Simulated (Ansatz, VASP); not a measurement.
## Two plane-wave programs on InAs

```xyz
2
Lattice="0.0000 3.0240 3.0240 3.0240 0.0000 3.0240 3.0240 3.0240 0.0000" Properties=species:S:1:pos:R:3 pbc="T T T"
In    0.0000    0.0000    0.0000
As    4.5360    4.5360    4.5360
```

Alike in both runs: task electric field gradients; functional PBE; k mesh 10 × 10 × 10; occupations fermi-dirac, width 0.08 eV; non-collinear spin, spin-orbit coupling.

```csv
,VASP,Ansatz
version,VASP 6.6.1,Ansatz 0.2.0
potentials or method,"VASP PAW PBE potentials, release 64 (In_d, As)","PAW with Ansatz's default frozen-core files, fully relativistic files with spin-orbit coupling"
plane-wave cutoff (eV),520,420
valence electrons in the cell,18,28
```

VASP gave:

```
pressure (GPa)           : 3.9
net moment per atom (μB) : 0.00
```

Task: Which values does Ansatz return?

Result: Pressure (GPa): 3.8; net moment per atom (μB): 0.00.

VASP's potentials hold 18 valence electrons a cell and Ansatz's 28, so a difference there can come from the potentials and not from the codes.
